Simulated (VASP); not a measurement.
**BC5: relaxation of cell and atoms with PBE+D3(BJ)**

BC5:

```xyz
6
Lattice="2.5516 0.0000 0.0000 -1.2758 2.2097 0.0000 0.0000 0.0000 6.3997" Properties=species:S:1:pos:R:3 pbc="T T T"
B     0.0000    1.4731    0.0485
C     0.0000    1.4731    1.6608
C     1.2758    0.7366    2.1697
C     0.0000    0.0000    4.2530
C     1.2758    0.7366    3.7205
C     0.0000    0.0000    5.7529
```

```yaml
Program: VASP 6.6.1
Task: relaxation of cell and atoms
Functional: PBE
Dispersion: D3(BJ)
Potentials_or_basis: VASP PAW PBE potentials, release 64 (B, C)
Cutoff: 600 eV
k_mesh: 9 × 9 × 4
Occupations: methfessel-paxton, width 0.1 eV
Spin: no spin polarisation
Dipole_correction: no
Further_INCAR_settings: ALGO = Normal; EDIFF = 1e-06; IBRION = 2; EDIFFG = -0.01; NSW = 100; ISIF = 3
```

The relaxed volume is 5.93 Å³/atom and the relaxed cell is a = 2.540 Å, b = 2.540 Å, c = 6.364 Å, α = 90.00°, β = 90.00°, γ = 120.00°. The space group after relaxing (to 0.05 Å) is P3m1 (No. 156). The energy gained by relaxing is 1.7 meV/atom and the ionic steps are 7. The pressure after relaxing is 0.0 GPa. The dispersion energy per atom is -0.193 eV.

Forces on the atoms (eV/Å):
```
B    0.000  0.000 -0.002
C    0.000  0.000  0.001
C    0.000  0.000  0.000
C    0.000  0.000  0.003
C    0.000  0.000  0.001
C    0.000  0.000 -0.002
```

Step by step:
| step | energy change (eV) | largest force (eV/Å) | pressure (GPa) | volume (Å³) |
| --- | --- | --- | --- | --- |
| 1 | 0.0000 | 0.1775 | -5.47 | 36.08 |
| 2 | 0.0011 | 0.2247 | 5.99 | 35.02 |
| 3 | -0.0101 | 0.0514 | -0.05 | 35.56 |
| 4 | -0.0102 | 0.0383 | 0.12 | 35.55 |
| 5 | -0.0102 | 0.0278 | 0.05 | 35.55 |
| 6 | -0.0102 | 0.0202 | -0.02 | 35.56 |
| 7 | -0.0102 | 0.0026 | 0.01 | 35.55 |

Final structure:
```
CELL_PARAMETERS angstrom
2.53993 0.00000 0.00000
-1.26996 2.19964 0.00000
0.00000 0.00000 6.36391
ATOMIC_POSITIONS crystal
B 0.33333 0.66667 0.00702
C 0.33333 0.66667 0.25960
C 0.66667 0.33333 0.33857
C 0.00000 0.00000 0.66439
C 0.66667 0.33333 0.58165
C 0.00000 0.00000 0.89976
```

Levels at points of the mesh, in eV from the Fermi level:
```csv
k point,band 8,band 9,band 10,band 11,band 12,band 13,band 14,band 15
"(0.00, 0.00, 0.00)",-0.34,-0.34,0.97,2.62,2.62,6.93,6.93,7.06
"(0.00, 0.00, 0.50)",-1.68,-0.14,-0.14,2.26,2.26,7.78,7.78,8.37
```

Run time: 100 s on 1 thread of Intel(R) Xeon(R) Platinum 8488C (Sapphire Rapids), on a shared host, peak memory 0.18 GiB.

Caveat: pairwise dispersion overbinds metals, which lowers pressure and volume.
